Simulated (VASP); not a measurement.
K:

```xyz
1
Lattice="-2.5242 2.5242 2.5242 2.5242 -2.5242 2.5242 2.5242 2.5242 -2.5242" Properties=species:S:1:pos:R:3 pbc="T T T"
K     0.0000    0.0000    0.0000
```

Base run:

* Program: VASP 6.6.1
* Functional: LDA
* Potentials or basis: VASP PAW LDA potentials, release 64 (K_sv)
* Cutoff: 520 eV
* k mesh: 9 × 9 × 9
* Occupations: gaussian, width 0.1 eV
* Spin: no spin polarisation

Its results: band gap on the k mesh zero (an odd number of electrons rules out a gap without spin polarisation); pressure 0.0 GPa.

**Question.** The run is repeated on the same cell with these changes: occupations from gaussian, width 0.1 eV to fermi-dirac, width 1 eV. What comes out?

**Answer.** Band gap on the k mesh zero (an odd number of electrons rules out a gap without spin polarisation); pressure 0.7 GPa.

Caveats: so wide a smearing shifts energies and pressures (at least some runs).
